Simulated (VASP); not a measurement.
# HC19 in VASP: single point with PBEsol

Aim: the single point of HC19 with PBEsol.

Everything below comes from runs of VASP 6.6.1. Logs are shortened: lines on timing, memory, paths and dates and some standing lists are left out, and cuts for length are marked.

**1. The cell of the first run**

The cell holds a slab with vacuum, 20 atoms: a = 7.398 Å, b = 7.398 Å, c = 11.000 Å, α = 90.00°, β = 90.00°, γ = 120.00°.

**2. Single point, PBEsol, collinear spin**

Input file INCAR:

```
SYSTEM = HC19
PREC = Accurate
ENCUT = 520
EDIFF = 1E-7
ISMEAR = -1
SIGMA = 0.02
LREAL = Auto
LASPH = .True.
NELM = 150
ALGO = Normal
ISIF = 2
LWAVE = .False.
LCHARG = .False.
ISPIN = 2
MAGMOM = 0 0 0 0 0 0 0 0 0 0 0 0 0 0 0 0 0 0 1 0
LORBIT = 11
GGA = PS
NBANDS = 58
```

Input file KPOINTS:

```
regular mesh
0
Gamma
  2 2 1
  0 0 0
```

Input file POSCAR:

```
HC19
1.0
    7.3980000000      0.0000000000      0.0000000000
   -3.6990000000      6.4068560000      0.0000000000
    0.0000000000      0.0000000000     11.0000000000
C H
19 1
Direct
   -0.0103179620      0.0117919633      0.0885784419
    0.2135314478      0.1193302763      0.0744878206
   -0.0036461910      0.3529774556      0.1116404747
    0.2174284490      0.4488432745      0.0707246313
   -0.0128264834      0.6790971369      0.0820289479
    0.2070275698      0.7889632926      0.0882291913
    0.3238665940      0.0081866607      0.0843723793
    0.5457605138      0.1205220250      0.0933188129
    0.3289105307      0.3373699617      0.0635375164
    0.5469476691      0.4527456245      0.0745041301
    0.3132895834      0.6699172085      0.1116675841
    0.5456668158      0.7863494268      0.1058450345
    0.6580255632      0.0082472426      0.1051171526
    0.8799231519      0.1206094151      0.1058286466
    0.6580920255      0.3424159691      0.0843827379
    0.8773145876      0.4592512900      0.0882268378
    0.6544819062      0.6765957978      0.0885938817
    0.8759474089      0.7903192337      0.0844124952
    0.1818664855      0.4844241437      0.2017910021
    0.2412678342      0.4249573016      0.2727124811
```

Potentials or basis: VASP PAW PBE potentials, release 64 (C, H).

On the command line:

```sh
$ cat potpaw_PBE.64/C/POTCAR potpaw_PBE.64/H/POTCAR > POTCAR
$ mpirun -np 1 vasp_std > vasp.out
```

OUTCAR:

```text
SYSTEM = HC19
   PREC = Accurate
   ENCUT = 520
   EDIFF = 1E-7
   ISMEAR = -1
   LREAL = Auto
   LASPH = .True.
   NELM = 150
   ISIF = 2
   ISPIN = 2
   LORBIT = 11
   GGA = PS

 ion  position               nearest neighbor table
   1  0.990  0.012  0.089-  14 1.41  18 1.42   2 1.44
   2  0.214  0.119  0.074-   9 1.40   7 1.42   1 1.44
   3  0.996  0.353  0.112-  16 1.47  14 1.49   4 1.49  19 1.57
   4  0.217  0.449  0.071-   9 1.43   3 1.49  11 1.49  19 1.51
   5  0.987  0.679  0.082-  16 1.41   6 1.41  18 1.43
   6  0.207  0.789  0.088-   7 1.41   5 1.41  11 1.47
   7  0.324  0.008  0.084-   6 1.41   2 1.42   8 1.43
   8  0.546  0.121  0.093-  15 1.43   7 1.43  13 1.44
   9  0.329  0.337  0.064-  10 1.40   2 1.40   4 1.43
  10  0.547  0.453  0.075-   9 1.40  15 1.42  17 1.44
  11  0.313  0.670  0.112-   6 1.47  12 1.49   4 1.49  19 1.57
  12  0.546  0.786  0.106-  17 1.41  13 1.42  11 1.49
  13  0.658  0.008  0.105-  14 1.42  12 1.42   8 1.44
  14  0.880  0.121  0.106-   1 1.41  13 1.42   3 1.49
  15  0.658  0.342  0.084-  16 1.41  10 1.42   8 1.43
  16  0.877  0.459  0.088-  15 1.41   5 1.41   3 1.47
  17  0.654  0.677  0.089-  12 1.41  18 1.42  10 1.44
  18  0.876  0.790  0.084-  17 1.42   1 1.42   5 1.43
  19  0.182  0.484  0.202-  20 1.09   4 1.51  11 1.57   3 1.57
  20  0.241  0.425  0.273-  19 1.09

  LATTYP: Found a hexagonal cell.
 ALAT       =     7.3980000000
 C/A-ratio  =     1.4868883482

  Lattice vectors:

 A1 = (   7.3980000000,   0.0000000000,   0.0000000000)
 A2 = (  -3.6990000000,   6.4068560000,   0.0000000000)
 A3 = (   0.0000000000,   0.0000000000,  11.0000000000)

Analysis of symmetry for initial positions (statically):
=====================================================================
 Subroutine PRICEL returns:
 Original cell was already a primitive cell.

 Routine SETGRP: Setting up the symmetry group for a
 hexagonal supercell.

 Subroutine GETGRP returns: Found  1 space group operations
 (whereof  1 operations were pure point group operations)
 out of a pool of 24 trial point group operations.

The static configuration has the point symmetry C_1 .

Analysis of symmetry for dynamics (positions and initial velocities):
=====================================================================
 Subroutine PRICEL returns:
 Original cell was already a primitive cell.

 Routine SETGRP: Setting up the symmetry group for a
 hexagonal supercell.

 Subroutine GETGRP returns: Found  1 space group operations
 (whereof  1 operations were pure point group operations)
 out of a pool of 24 trial point group operations.

The dynamic configuration has the point symmetry C_1 .

Analysis of structural, dynamic, and magnetic symmetry:
=====================================================================
 Subroutine PRICEL returns:
 Original cell was already a primitive cell.

 Routine SETGRP: Setting up the symmetry group for a
 hexagonal supercell.

 Subroutine GETGRP returns: Found  1 space group operations
 (whereof  1 operations were pure point group operations)
 out of a pool of 24 trial point group operations.

The overall configuration has the point symmetry C_1 .

 Subroutine INISYM returns: Found  1 space group operations
 (whereof  1 operations are pure point group operations),
 and found     1 'primitive' translations

----------------------------------------------------------------------------------------

                                     Primitive cell

  volume of cell :     521.3771

  direct lattice vectors                    reciprocal lattice vectors
     7.398000000  0.000000000  0.000000000     0.135171668  0.078041398  0.000000000
    -3.699000000  6.406856000  0.000000000     0.000000000  0.156082796  0.000000000
     0.000000000  0.000000000 11.000000000     0.000000000  0.000000000  0.090909091

  length of vectors
     7.398000000  7.398000054 11.000000000     0.156082797  0.156082796  0.090909091

  position of ions in fractional coordinates (direct lattice)
     0.989682038  0.011791963  0.088578442
[... 75 lines left out ...]
   k-points           NKPTS =      4   k-points in BZ     NKDIM =      4   number of bands    NBANDS=     58
   number of dos      NEDOS =    301   number of ions     NIONS =     20
   total plane-waves  NPLWV = 263424
   dimension x,y,z NGX =    56 NGY =   56 NGZ =   84
   dimension x,y,z NGXF=   112 NGYF=  112 NGZF=  168
   ions per type =              19   1
   NGX,Y,Z   is equivalent  to a cutoff of  12.58, 12.58, 12.70 a.u.
   NGXF,Y,Z  is equivalent  to a cutoff of  25.17, 25.17, 25.39 a.u.
 SYSTEM =  HC19
   PREC   = accura    normal or accurate (medium, high low for compatibility)
   ISTART =      0    job   : 0-new  1-cont  2-samecut
   ICHARG =      2    charge: 1-file 2-atom 10-const
   ISPIN  =      2    spin polarized calculation?
   LNONCOLLINEAR =      F non collinear calculations
   LSORBIT =      F    spin-orbit coupling
   LASPH  =      T    aspherical Exc in radial PAW
   ENCUT  =  520.0 eV  38.22 Ry    6.18 a.u.  13.76 13.76 20.45*2*pi/ulx,y,z
   NELM   =    150;   NELMIN=  2; NELMDL= -5     # of ELM steps
   EDIFF  = 0.1E-06   stopping-criterion for ELM
   LREAL  =      T    real-space projection
   EDIFFG = 0.1E-05   stopping-criterion for IOM
   NSW    =      0    number of steps for IOM
   IBRION =     -1    ionic relax: 0-MD 1-quasi-New 2-CG
   NFREE  =      0    steps in history (QN), initial steepest desc. (CG)
   ISIF   =      2    stress and relaxation
   ISYM   =      2    0-nonsym 1-usesym 2-fastsym
   POTIM  = 0.5000    time-step for ionic-motion
   TEBEG  =    0.0;   TEEND  =   0.0 temperature during run
   PSTRESS=    0.0 pullay stress
   NELECT =      77.0000    total number of electrons
   NUPDOWN=      -1.0000    fix difference up-down
   EMIN   =  10.00;   EMAX   =-10.00  energy-range for DOS
   EFERMI =   0.00;   METHOD = LEGACY
   ISMEAR =    -1;   SIGMA  =   0.02  broadening in eV -4-tet -1-fermi 0-gaus
   EFERMI_NEDOS =   21; number of points for ismear=-14 and -15
   IALGO  =     38    algorithm
   IMIX   =      4    mixing-type and parameters
     AMIX     =   0.40;   BMIX     =  1.00
     AMIX_MAG =   1.60;   BMIX_MAG =  1.00
  volume/ion in A,a.u.               =      26.07       175.92
  Fermi-wavevector in a.u.,A,eV,Ry     =   0.865342  1.635259 10.188269  0.748817
  Thomas-Fermi vector in A             =   1.983571
   LORBIT       =     11    0 simple, 1 ext, 2 COOP (PROOUT), +10 PAW based schemes
   GGA     = PS    functional components
   LHFCALC =     F    Hartree Fock is set to
   AEXX    =    0.0000 exact exchange contribution
   IVDW    =     0    specifies the selected vdW correction
   LEPSILON=     F    determine dielectric tensor
   LRPA    =     F    only Hartree local field effects (RPA)
 spin polarized calculation
  energy-cutoff  :      520.00
  volume of cell :      521.38
 maximum number of plane-waves:     14099
 NGX is ok and might be reduce to    56
   NGX = 27   NGY = 27   NGZ = 41

 number of electron      76.9999998 magnetization       0.5421749

 Free energy of the ion-electron system (eV)
  ---------------------------------------------------
  ext. energy  EPLUGINS =         0.00000000
  ---------------------------------------------------
  free energy    TOTEN  =      -181.47252872 eV

  energy without entropy =     -181.46948152  energy(sigma->0) =     -181.47100512

 E-fermi :  -1.2046     XC(G=0):  -4.1640

 val. band max:       -1.2517419789   @ k =   0.0000   0.0000   0.0000
 cond. band min:      -1.1571077564   @ k =   0.5000   0.5000   0.0000
 fundamental gap:      0.0946342225
 Fermi energy:        -1.2046330571

 spin component 1

 k-point     1 :       0.0000    0.0000    0.0000
  band No.  band energies     occupation
      1     -22.0709      1.00000
      2     -19.9724      1.00000
      3     -18.4540      1.00000
      4     -18.3066      1.00000
      5     -18.3064      1.00000
      6     -18.2257      1.00000
[... 201 lines left out ...]
     49       4.3289      0.00000
     50       4.3868      0.00000
 Fermi energy:        -1.2046330571

 spin component 2

 k-point     1 :       0.0000    0.0000    0.0000
  band No.  band energies     occupation
      1     -22.0343      1.00000
      2     -19.9392      1.00000
      3     -18.4306      1.00000
      4     -18.2712      1.00000
      5     -18.2668      1.00000
      6     -18.1881      1.00000
[... 201 lines left out ...]
     49       4.3858      0.00000
     50       4.4149      0.00000
 [bands above 50 left out]

------------------------ aborting loop because EDIFF is reached ----------------------------------------

  FORCE on cell =-STRESS in cart. coord.  units (eV):
  Direction    XX          YY          ZZ          XY          YZ          ZX
  --------------------------------------------------------------------------------------
  -------------------------------------------------------------------------------------
  Total        3.4923411     -4.0136819      0.0488774     -6.5009505      0.0089473     -0.0069977
  in kB       10.7318666    -12.3339322      0.1501990    -19.9772390      0.0274948     -0.0215038
  external PRESSURE =      -0.4839555 kB  Pullay stress =       0.0000000 kB

 VOLUME and BASIS-vectors are now :
 -----------------------------------------------------------------------------
  energy-cutoff  :      520.00
  volume of cell :      521.38
      direct lattice vectors                 reciprocal lattice vectors
     7.398000000  0.000000000  0.000000000     0.135171668  0.078041398  0.000000000
    -3.699000000  6.406856000  0.000000000     0.000000000  0.156082796  0.000000000
     0.000000000  0.000000000 11.000000000     0.000000000  0.000000000  0.090909091

 POSITION                                       TOTAL-FORCE (eV/Angst)
 -----------------------------------------------------------------------------------
      7.27805      0.07555      0.97436         0.010583      0.003800      0.000444
      1.13830      0.76453      0.81937        -0.012938     -0.009487     -0.001167
      6.06536      2.26148      1.22805        -0.036471     -0.020398     -0.002073
     -0.05174      2.87567      0.77797         0.034775     -0.016846     -0.087149
      4.79113      4.35088      0.90232        -0.007056      0.003333     -0.005564
     -1.38679      5.05477      0.97052         0.009851     -0.006808     -0.001403
[... 12 lines left out ...]
     -0.44644      3.10364      2.21970        -0.014542      0.007583      0.103928
      0.21298      2.72264      2.99984         0.012150     -0.007152      0.023088
 -----------------------------------------------------------------------------------
    total drift:                                0.021970      0.003339     -0.001363

  FREE ENERGIE OF THE ION-ELECTRON SYSTEM (eV)
  ---------------------------------------------------
  free  energy   TOTEN  =      -181.4725287152 eV

  energy  without entropy=     -181.4694815173  energy(sigma->0) =     -181.47100512

 total charge

# of ion       s       p       d       tot
------------------------------------------
    1        0.856   1.776   0.000   2.633
    2        0.855   1.795   0.000   2.649
    3        0.825   1.750   0.000   2.575
    4        0.851   1.795   0.000   2.646
    5        0.860   1.801   0.000   2.661
    6        0.858   1.785   0.000   2.643
[... 12 lines left out ...]
   19        0.844   1.674   0.000   2.518
   20        0.621   0.048   0.000   0.669
--------------------------------------------------
tot         16.813  33.742   0.000  50.555

 magnetization (x)

# of ion       s       p       d       tot
------------------------------------------
    1       -0.001  -0.007   0.000  -0.007
    2        0.001   0.010   0.000   0.011
    3       -0.001  -0.003   0.000  -0.004
    4        0.002   0.020   0.000   0.022
    5       -0.002  -0.016   0.000  -0.018
    6        0.004   0.072   0.000   0.076
[... 12 lines left out ...]
   19        0.004   0.034   0.000   0.039
   20       -0.000   0.001   0.000   0.000
--------------------------------------------------
tot          0.010   0.274   0.000   0.284
```

It took 7.9 min on 1 thread of Intel Xeon Platinum 8375C at 2.90GHz (Ice Lake), shared host; peak memory 0.82 GiB.

Results:

```
Free energy                                           : -181.4725 eV
Largest force                                         : 0.105 eV/Å
Net moment                                            : 0.54 μB per cell
Site moments                                          : C -0.01, +0.01, -0.00, +0.02, -0.02, +0.08, +0.09, +0.04 (each value once); H +0.00 μB
Valence electrons inside the program's atomic spheres : C 2.63, 2.65, 2.58, 2.66, 2.64, 2.61, 2.62, 2.52 (each value once); H 0.67
```

Forces in eV/Å, atoms in the order of the input:
```
C    0.011  0.004  0.000
C   -0.013 -0.009 -0.001
C   -0.036 -0.020 -0.002
C    0.035 -0.017 -0.087
C   -0.007  0.003 -0.006
C    0.010 -0.007 -0.001
C    0.007  0.000  0.005
C    0.002  0.001  0.000
C   -0.004  0.004 -0.019
C   -0.002  0.010 -0.004
C    0.000  0.043 -0.002
C   -0.011 -0.007  0.001
C   -0.003  0.013  0.000
C    0.000  0.019  0.001
C    0.005 -0.010  0.000
C    0.005 -0.012 -0.005
C    0.003 -0.012 -0.004
C    0.003 -0.003 -0.003
C   -0.015  0.008  0.104
H    0.012 -0.007  0.023
```

Levels at points of the mesh, in eV from the Fermi level:
Spin up:
```
           k point  band 37  band 38  band 39  band 40  band 41  band 42
(0.00, 0.00, 0.00)    -1.94    -0.86    -0.23     0.44     2.43     3.21
(0.50, 0.00, 0.00)    -2.57    -1.40    -0.16     1.33     2.05     2.23
(0.00, 0.50, 0.00)    -2.57    -1.40    -0.16     1.33     2.05     2.23
(0.50, 0.50, 0.00)    -2.53    -1.46     0.05     1.72     2.06     2.35
```
Spin down:
| k point | band 34 | band 35 | band 36 | band 37 | band 38 | band 39 | band 40 | band 41 | band 42 | band 43 |
| --- | --- | --- | --- | --- | --- | --- | --- | --- | --- | --- |
| (0.00, 0.00, 0.00) | -3.43 | -3.24 | -2.02 | -1.87 | -0.75 | -0.05 | 0.52 | 2.52 | 3.22 | 3.85 |
| (0.50, 0.00, 0.00) | -3.60 | -3.23 | -2.69 | -2.55 | -1.33 | 0.14 | 1.38 | 2.09 | 2.28 | 3.07 |
| (0.00, 0.50, 0.00) | -3.60 | -3.23 | -2.69 | -2.55 | -1.33 | 0.14 | 1.38 | 2.09 | 2.28 | 3.07 |
| (0.50, 0.50, 0.00) | -3.84 | -3.30 | -2.72 | -2.46 | -1.36 | 0.20 | 1.79 | 2.15 | 2.46 | 2.66 |

Caveat: the k points lie up to 0.49 Å⁻¹ apart; there is no dipole correction, which matters where the two faces differ; the PAW data sets were made with another functional, which shifts forces and pressure a little.
